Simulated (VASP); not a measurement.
Crystal: CuO.

```
CELL_PARAMETERS angstrom
1.97761 -2.13910 0.00000
1.97761 2.13910 0.00000
0.00000 0.00000 5.12132
ATOMIC_POSITIONS crystal
Cu 0.50000 0.00000 0.00000
Cu 0.00000 0.50000 0.50000
O 0.50000 0.50000 0.25000
O 0.50000 0.50000 0.75000
```

This cell differs from its parent crystal: volume scaled by 0.98.

Base run:

```yaml
Program: VASP 6.6.1
Functional: PBE
Potentials_or_basis: VASP PAW PBE potentials, release 64 (Cu, O)
Cutoff: 520 eV
k_mesh: 9 × 9 × 5
Occupations: fermi-dirac, width 0.05 eV
Spin: no spin polarisation
```

Its results: band gap on the k mesh zero (band 17 reaches 5.76 eV, above the bottom of band 18 at 4.88 eV); pressure 5.6 GPa.

Problem. The run is repeated on the same cell with these changes: functional from PBE to PBEsol. What comes out?

Solution. Band gap on the k mesh zero (band 17 reaches 5.59 eV, above the bottom of band 18 at 4.70 eV); pressure -2.2 GPa.

PBEsol binds more tightly than PBE, so the same cell stands under less pressure.

Caveats: semilocal functionals often make such compounds metallic where correlation or magnetic order opens a gap, which also shifts bond lengths; the PAW data sets were made with another functional, which shifts forces and pressure a little (some runs).
